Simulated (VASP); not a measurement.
Runs of VASP 6.6.1 on Hf. The structure is that of space group Im-3m (No. 229), or close to it. The cells are those of the table. This isn't the form of Hf at room conditions, which is hcp.

```tsv
task	cell	cutoff (eV)	gap on the mesh (eV)	pressure (GPa)
single point	a = 3.073 Å, angles 109.5°, 1 atom	520	none	-0.3
single point	a = 2.911 Å, angles 109.5°, 1 atom	520	none	(a)
relaxation of cell and atoms	relaxed from a = 3.083 Å, angles 109.5°, 1 atom	600	none	0.0
single point	a = 3.021 Å, angles 109.5°, 1 atom	520	none	5.2
```

Alike in all rows: level PBE; potentials or basis VASP PAW PBE potentials, release 64 (Hf_pv); no spin polarisation; k mesh 17 × 17 × 17; smearing fermi-dirac 0.08 eV.

**Question.** Fill in the values left out.

**Answer.** (a) 20.5.

Caveats: spin-orbit coupling is left out, which moves the levels of the heavy elements; the cell stands under pressure (at least some runs).

A k mesh can miss the band edges, and the runs leave out spin-orbit coupling on Hf.

A gap of «none» marks levels without a gap at the run's occupations.
